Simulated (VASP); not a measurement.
# Os (P6_3/mmc) in VASP: further runs

Runs on Os. Level: PBEsol. Tasks: relaxation of cell and atoms.

Program: VASP 6.6.1. These are calculated values, not measurements. Logs are shortened: lines on timing, memory, paths and dates and some standing lists are left out, and cuts for length are marked.

## (1) The cell of the first run

The structure is hexagonal, space group P6_3/mmc (No. 194). The conventional cell has a = 2.734 Å, b = 2.734 Å, c = 4.320 Å, α = 90.00°, β = 90.00°, γ = 120.00°. Within 3.5 Å of Os (site symmetry -6m2) lie 12 Os at 2.68 to 2.73 Å.

## (2) Relaxation of cell and atoms, PBEsol, target pressure 10 GPa, at which the enthalpy is minimised

INCAR

```
PREC = Accurate ; ENCUT = 600
EDIFF = 1E-6 ; ISMEAR = -1
SIGMA = 0.05 ; LREAL = F
LASPH = T ; NELM = 60
ALGO = Normal ; ISIF = 3
LWAVE = F ; LCHARG = F
GGA = PS ; IBRION = 2
NSW = 60 ; EDIFFG = -0.01
PSTRESS = 100.0
```

KPOINTS

```
regular mesh
0
Gamma
  11 11 6
```

POSCAR

```
Os
1.0
    2.7341000000      0.0000000000      0.0000000000
   -1.3670500000      2.3678000565      0.0000000000
    0.0000000000      0.0000000000      4.3197000000
Os
2
Direct
    0.6666666667      0.3333333333      0.7500000000
    0.3333333333      0.6666666667      0.2500000000
```

Potentials or basis: VASP PAW PBE potentials, release 64 (Os).

The run is started by

```sh
$ cat potpaw_PBE.64/Os/POTCAR > POTCAR
$ mpirun -np 1 vasp_std > vasp.out
```

OUTCAR:

```text
PREC = Accurate
   ENCUT = 600
   EDIFF = 1E-6
   ISMEAR = -1
   LREAL = F
   LASPH = T
   NELM = 60
   ISIF = 3
   GGA = PS
   IBRION = 2
   NSW = 60
   EDIFFG = -0.01
   PSTRESS = 100.0

 ion  position               nearest neighbor table
   1  0.667  0.333  0.750-   2 2.68   2 2.68   2 2.68   2 2.68   2 2.68   2 2.68
   2  0.333  0.667  0.250-   1 2.68   1 2.68   1 2.68   1 2.68   1 2.68   1 2.68

  LATTYP: Found a hexagonal cell.
 ALAT       =     2.7341000000
 C/A-ratio  =     1.5799348963

  Lattice vectors:

 A1 = (   2.7341000000,   0.0000000000,   0.0000000000)
 A2 = (  -1.3670500000,   2.3678000565,   0.0000000000)
 A3 = (   0.0000000000,   0.0000000000,   4.3197000000)

Analysis of symmetry for initial positions (statically):
=====================================================================
 Subroutine PRICEL returns:
 Original cell was already a primitive cell.

 Routine SETGRP: Setting up the symmetry group for a
 hexagonal supercell.

 Subroutine GETGRP returns: Found 24 space group operations
 (whereof 12 operations were pure point group operations)
 out of a pool of 24 trial point group operations.

The static configuration has the point symmetry D_3d.
 The point group associated with its full space group is D_6h.

Analysis of symmetry for dynamics (positions and initial velocities):
=====================================================================
 Subroutine PRICEL returns:
 Original cell was already a primitive cell.

 Routine SETGRP: Setting up the symmetry group for a
 hexagonal supercell.

 Subroutine GETGRP returns: Found 24 space group operations
 (whereof 12 operations were pure point group operations)
 out of a pool of 24 trial point group operations.

The dynamic configuration has the point symmetry D_3d.
 The point group associated with its full space group is D_6h.

 Subroutine INISYM returns: Found 24 space group operations
 (whereof 12 operations are pure point group operations),
 and found     1 'primitive' translations

----------------------------------------------------------------------------------------

                                     Primitive cell

  volume of cell :      27.9649

  direct lattice vectors                    reciprocal lattice vectors
     2.734100000  0.000000000  0.000000000     0.365751070  0.211166479  0.000000000
    -1.367050000  2.367800057  0.000000000     0.000000000  0.422332957  0.000000000
     0.000000000  0.000000000  4.319700000     0.000000000  0.000000000  0.231497558

  length of vectors
     2.734100000  2.734100000  4.319700000     0.422332957  0.422332957  0.231497558

  position of ions in fractional coordinates (direct lattice)
     0.666666667  0.333333333  0.750000000
     0.333333333  0.666666667  0.250000000

  ion indices of the primitive-cell ions
   primitive index   ion index
                 1           1
                 2           2

----------------------------------------------------------------------------------------

 KPOINTS: regular mesh

Automatic generation of k-mesh.
 Grid dimensions read from file:
 generate k-points for:   11   11    6

 Generating k-lattice:

  Cartesian coordinates                     Fractional coordinates (reciprocal lattice)
     0.033250097  0.019196953  0.000000000     0.090909091 -0.000000000  0.000000000
     0.000000000  0.038393905  0.000000000     0.000000000  0.090909091  0.000000000
     0.000000000  0.000000000  0.038582926     0.000000000  0.000000000  0.166666667

  Length of vectors
     0.038393905  0.038393905  0.038582926

  Shift w.r.t. Gamma in fractional coordinates (k-lattice)
     0.000000000  0.000000000  0.000000000

 Subroutine IBZKPT returns following result:
 ===========================================

 Found     64 irreducible k-points:

 Following reciprocal coordinates:
            Coordinates               Weight
  0.000000  0.000000  0.000000      1.000000
  0.090909  0.000000  0.000000      6.000000
  0.181818  0.000000  0.000000      6.000000
  0.272727 -0.000000  0.000000      6.000000
  0.363636 -0.000000  0.000000      6.000000
  0.454545  0.000000  0.000000      6.000000
[... 16 lines left out ...]
  0.090909  0.090909  0.166667     12.000000
  0.181818  0.090909  0.166667     24.000000
 [... further k-points ...]
   k-points           NKPTS =     64   k-points in BZ     NKDIM =     64   number of bands    NBANDS=     12
   number of dos      NEDOS =    301   number of ions     NIONS =      2
   total plane-waves  NPLWV =  20736
   dimension x,y,z NGX =    24 NGY =   24 NGZ =   36
   dimension x,y,z NGXF=    48 NGYF=   48 NGZF=   72
   ions per type =               2
   NGX,Y,Z   is equivalent  to a cutoff of  14.59, 14.59, 13.85 a.u.
   NGXF,Y,Z  is equivalent  to a cutoff of  29.19, 29.19, 27.71 a.u.
 SYSTEM =  unknown system
   PREC   = accura    normal or accurate (medium, high low for compatibility)
   ISTART =      0    job   : 0-new  1-cont  2-samecut
   ICHARG =      2    charge: 1-file 2-atom 10-const
   ISPIN  =      1    spin polarized calculation?
   LNONCOLLINEAR =      F non collinear calculations
   LSORBIT =      F    spin-orbit coupling
   LASPH  =      T    aspherical Exc in radial PAW
   ENCUT  =  600.0 eV  44.10 Ry    6.64 a.u.   5.46  5.46  8.63*2*pi/ulx,y,z
   NELM   =     60;   NELMIN=  2; NELMDL= -5     # of ELM steps
   EDIFF  = 0.1E-05   stopping-criterion for ELM
   LREAL  =      F    real-space projection
   EDIFFG = -.1E-01   stopping-criterion for IOM
   NSW    =     60    number of steps for IOM
   IBRION =      2    ionic relax: 0-MD 1-quasi-New 2-CG
   NFREE  =      1    steps in history (QN), initial steepest desc. (CG)
   ISIF   =      3    stress and relaxation
   ISYM   =      2    0-nonsym 1-usesym 2-fastsym
   POTIM  = 0.5000    time-step for ionic-motion
   TEBEG  =    0.0;   TEEND  =   0.0 temperature during run
   PSTRESS=  100.0 pullay stress
   NELECT =      16.0000    total number of electrons
   NUPDOWN=      -1.0000    fix difference up-down
   EMIN   =  10.00;   EMAX   =-10.00  energy-range for DOS
   EFERMI =   0.00;   METHOD = LEGACY
   ISMEAR =    -1;   SIGMA  =   0.05  broadening in eV -4-tet -1-fermi 0-gaus
   EFERMI_NEDOS =   21; number of points for ismear=-14 and -15
   IALGO  =     38    algorithm
   IMIX   =      4    mixing-type and parameters
     AMIX     =   0.40;   BMIX     =  1.00
     AMIX_MAG =   1.60;   BMIX_MAG =  1.00
  volume/ion in A,a.u.               =      13.98        94.36
  Fermi-wavevector in a.u.,A,eV,Ry     =   1.359076  2.568282 25.131161  1.847088
  Thomas-Fermi vector in A             =   2.485855
   LORBIT       =      0    0 simple, 1 ext, 2 COOP (PROOUT), +10 PAW based schemes
   GGA     = PS    functional components
   LHFCALC =     F    Hartree Fock is set to
   AEXX    =    0.0000 exact exchange contribution
   IVDW    =     0    specifies the selected vdW correction
   LEPSILON=     F    determine dielectric tensor
   LRPA    =     F    only Hartree local field effects (RPA)
 conjugate gradient relaxation of ions
 non-spin polarized calculation
  energy-cutoff  :      600.00
  volume of cell :       27.96
 maximum number of plane-waves:       965
 NGX is ok and might be reduce to    24
   NGX = 11   NGY = 11   NGZ = 17

--------------------------------------- Ionic step        1  -------------------------------------------

 number of electron      16.0000001 magnetization

 Free energy of the ion-electron system (eV)
  ---------------------------------------------------
  ext. energy  EPLUGINS =         0.00000000
  ---------------------------------------------------
  free energy    TOTEN  =       -24.47575179 eV

  energy without entropy =      -24.46260773  energy(sigma->0) =      -24.46917976

------------------------ aborting loop because EDIFF is reached ----------------------------------------

  FORCE on cell =-STRESS in cart. coord.  units (eV):
  Direction    XX          YY          ZZ          XY          YZ          ZX
  --------------------------------------------------------------------------------------
  -------------------------------------------------------------------------------------
  Total       -0.3626042     -0.3626042     -0.3758367      0.0000000      0.0000000      0.0000000
  in kB      -20.7744925    -20.7744925    -21.5326126      0.0000000      0.0000000      0.0000000
  external PRESSURE =    -121.0271992 kB  Pullay stress =     100.0000000 kB
[... 23 lines left out ...]
  enthalpy is  TOTEN    =       -22.7303218380 eV   P V=        1.7454299569

--------------------------------------- Ionic step        2  -------------------------------------------

 number of electron      16.0000000 magnetization

 E-fermi :  11.8314     XC(G=0): -15.0637

 val. band max:       11.8209607140   @ k =   0.0909   0.0000   0.3333
 cond. band min:      11.8977283150   @ k =   0.3636   0.0909   0.3333
 fundamental gap:      0.0767676010
 Fermi energy:        11.8313719831

 k-point     1 :       0.0000    0.0000    0.0000
  band No.  band energies     occupation
      1      -0.5838      2.00000
      2       2.4114      2.00000
      3       7.9917      2.00000
      4       7.9917      2.00000
      5       8.3401      2.00000
      6       9.0917      2.00000
      7       9.0917      2.00000
      8       9.9170      2.00000
      9       9.9170      2.00000
     10      12.0160      0.04858
     11      14.0109      0.00000
     12      14.0109      0.00000
[... 608 lines left out ...]
  enthalpy is  TOTEN    =       -22.7584550381 eV   P V=        1.7015674631

--------------------------------------- Ionic step        9  -------------------------------------------

 number of electron      16.0000000 magnetization

 Free energy of the ion-electron system (eV)
  ---------------------------------------------------
  ext. energy  EPLUGINS =         0.00000000
  ---------------------------------------------------
  free energy    TOTEN  =       -24.45861327 eV

  energy without entropy =      -24.44599684  energy(sigma->0) =      -24.45230505

 E-fermi :   9.6729     XC(G=0): -14.3060

 val. band max:        9.6544550648   @ k =   0.3636  -0.0000   0.3333
 cond. band min:       9.7029561324   @ k =   0.0000   0.0000   0.0000
 fundamental gap:      0.0485010676
 Fermi energy:         9.6728861462

 k-point     1 :       0.0000    0.0000    0.0000
  band No.  band energies     occupation
      1      -1.5228      2.00000
      2       1.6327      2.00000
      3       6.5305      2.00000
      4       6.5305      2.00000
      5       6.7788      2.00000
      6       7.4120      2.00000
      7       7.4120      2.00000
      8       8.1049      2.00000
      9       8.1049      2.00000
     10       9.7030      0.70805
     11      11.4846      0.00000
     12      11.4846      0.00000
[... 374 lines left out ...]
  FREE ENERGIE OF THE ION-ELECTRON SYSTEM (eV)
  ---------------------------------------------------
  free  energy   TOTEN  =       -24.4586132678 eV

  energy  without entropy=      -24.4459968369  energy(sigma->0) =      -24.45230505

  enthalpy is  TOTEN    =       -22.7584861786 eV   P V=        1.7001270892

 reached required accuracy - stopping structural energy minimisation
```

Wall time 2.1 min (1 thread of Intel Xeon 8259CL, shared host); peak memory 0.18 GiB.

Results:

* Free energy: -24.4586 eV
* Relaxed volume: 13.62 Å³/atom
* Relaxed cell: a = 2.709 Å, b = 2.709 Å, c = 4.285 Å, α = 90.00°, β = 90.00°, γ = 120.00°
* Space group after relaxing (to 0.1 Å): P6_3/mmc (No. 194)
* Energy change on relaxing (the run minimises the enthalpy): +8.6 meV/atom
* Ionic steps: 9
* Pressure after relaxing: 10.0 GPa
* Band gap on the k mesh: zero (bands 8 and 9 overlap by 4.06 eV)

Step by step:
```tsv
step	energy change (eV)	largest force (eV/Å)	pressure (GPa)	volume (Å³)
1	0.0000	0.0000	-2.10	27.96
2	1.0276	0.0000	97.20	23.90
3	0.0144	0.0000	9.18	27.29
4	0.0166	0.0000	9.86	27.25
5	0.0175	0.0000	10.12	27.23
6	0.0178	0.0000	10.14	27.23
7	0.0176	0.0000	10.12	27.23
8	0.0157	0.0000	9.59	27.26
9	0.0171	0.0000	10.00	27.24
```

Final structure:
```
Os
1.0
     2.70919    0.00000    0.00000
    -1.35459    2.34623    0.00000
     0.00000    0.00000    4.28532
Os
2
Cartesian
  1.3546 0.7821 3.2140
  0.0000 1.5642 1.0713
```

Caveat: the cell is relaxed towards a set pressure, so the run minimises the enthalpy, not the energy; the PAW data sets were made with another functional, which shifts forces and pressure a little; spin-orbit coupling is left out, which moves the levels of the heavy elements.

[end of part 1 of 2]
